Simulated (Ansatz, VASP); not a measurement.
One calculation of HfMg3, two programs

INCAR

```
  PREC = Accurate
  ENCUT = 520
  EDIFF = 1E-6
  ISMEAR = 1
  SIGMA = 0.1
  LREAL = False
  LASPH = True
  NELM = 100
  ALGO = Normal
  ISIF = 2
  LWAVE = False
  LCHARG = False
  GGA = PE
  NBANDS = 16
```

KPOINTS

```
regular mesh
0
Gamma
  7 7 7
```

POSCAR

```
HfMg3
1.0
   -2.1962634601      2.1962634601      4.4240095971
    2.1962634601     -2.1962634601      4.4240095971
    2.1962634601      2.1962634601     -4.4240095971
Mg Hf
3 1
Direct
    0.5000000000      0.5000000000      0.0000000000
    0.2500000000      0.7500000000      0.5000000000
    0.7500000000      0.2500000000      0.5000000000
    0.0000000000      0.0000000000      0.0000000000
```

Input for Ansatz:

```yaml
crystal:
  lattice:
    - [-2.196263460128746, 2.196263460128746, 4.424009597113565]
    - [2.196263460128746, -2.196263460128746, 4.424009597113565]
    - [2.196263460128746, 2.196263460128746, -4.424009597113565]
  atoms:
    - { symbol: Mg, position: [0.5, 0.5, 0.0] }
    - { symbol: Mg, position: [0.25, 0.75, 0.5] }
    - { symbol: Mg, position: [0.75, 0.25, 0.5] }
    - { symbol: Hf, position: [0.0, 0.0, 0.0] }
basis:
  ecutwfc: 500.0
kpoints:
  mp_grid:
    grid: [7, 7, 7]
hamiltonian:
  xc: pbe
scf:
  occupations:
    method: cold
    width: 0.1
output:
  stress: true
```

Alike in both runs: task single point; functional PBE; k mesh 7 × 7 × 7; no spin polarisation.

```csv
,VASP,Ansatz
version,VASP 6.6.1,Ansatz 0.2.0
potentials or method,"VASP PAW PBE potentials, release 64 (Mg, Hf_pv), cutoff 520 eV","plane waves, PAW"
occupations,"methfessel-paxton of order 1, width 0.1 eV","cold, width 0.1 eV"
valence electrons in the cell,16,56
```

|  | VASP | Ansatz | Ansatz less VASP |
| --- | --- | --- | --- |
| pressure (GPa) | 2.2 | 2.3 | +0.11 |
| traceless stress, the component that is largest in VASP (GPa) | -1.44 | -1.34 | +0.103 |

VASP's potentials hold 16 valence electrons a cell and Ansatz's 56, so a difference there can come from the potentials and not from the codes.

Neither program's run includes spin-orbit coupling.
